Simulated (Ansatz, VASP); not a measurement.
Two plane-wave programs on CdTe

POSCAR

```
CdTe
1.0
    0.0000000000      3.3090893088      3.3090893088
    3.3090893088      0.0000000000      3.3090893088
    3.3090893088      3.3090893088      0.0000000000
Cd Te
1 1
Direct
    0.0000000000      0.0000000000      0.0000000000
    0.2500000000      0.2500000000      0.2500000000
```

INCAR.step1

```
SYSTEM = CdTe
  PREC = Accurate
  ENCUT = 520
  EDIFF = 1E-5
  ISMEAR = 0
  SIGMA = 0.05
  LREAL = .False.
  LASPH = .True.
  NELM = 100
  ALGO = Normal
  ISIF = 2
  LWAVE = .True.
  LCHARG = .False.
  GGA = PE
  NBANDS = 16
```

File INCAR.step2:

```
SYSTEM = CdTe
  PREC = Accurate
  ENCUT = 520
  EDIFF = 1E-6
  ISMEAR = 0
  SIGMA = 0.05
  LREAL = .False.
  LASPH = .True.
  NELM = 100
  ALGO = Normal
  ISIF = 2
  LWAVE = .False.
  LCHARG = .False.
  GGA = PE
  LHFCALC = .True.
  HFSCREEN = 0.2079
  PRECFOCK = Normal
  ISTART = 1
  NBANDS = 16
```

The input KPOINTS:

```
Automatic mesh
0
Gamma
  4 4 4
  0 0 0
```

Input for Ansatz:

```yaml
crystal:
  lattice:
    - [0.0, 3.3090893088, 3.3090893088]
    - [3.3090893088, 0.0, 3.3090893088]
    - [3.3090893088, 3.3090893088, 0.0]
  atoms:
    - { symbol: Cd, position: [0.0, 0.0, 0.0] }
    - { symbol: Te, position: [0.25, 0.25, 0.25] }
basis:
  ecutwfc: 420
  ecutrho_ratio: 4
kpoints:
  mp_grid: { grid: [4, 4, 4] }
hamiltonian:
  xc: hse06
scf:
  occupations: { method: gaussian, width: 0.05 }
output:
  forces: true
  stress: true
  eigenvalues: true
  populations: true
  write_density: true
  write_potential: true
  elf: true
  volumetric_format: npy
```

Alike in both runs: task single point; functional HSE06; k mesh 4 × 4 × 4; occupations gaussian, width 0.05 eV; no spin polarisation.

|  | VASP | Ansatz |
| --- | --- | --- |
| version | VASP 6.6.1 | Ansatz 0.2.0 |
| potentials or method | VASP PAW PBE potentials, release 64 (Cd, Te), cutoff 520 eV | scalar-relativistic, plane waves, PAW |
| valence electrons in the cell | 18 | 36 |

Ansatz gave:

| Quantity | Value |
| --- | --- |
| gap on the k mesh at the Fermi level (eV) | 1.44 |
| least direct gap on the mesh (eV) | 1.44 |
| pressure (GPa) | -0.8 |

Problem. What did VASP give for the same quantities?

Solution. gap on the k mesh at the Fermi level (eV): 1.36; least direct gap on the mesh (eV): 1.36; pressure (GPa): -0.8.

VASP's potentials hold 18 valence electrons a cell and Ansatz's 36, so a difference there can come from the potentials and not from the codes. Ansatz's warnings: stress exchange threshold loose, stress scf threshold loose.

Neither program's run includes spin-orbit coupling.
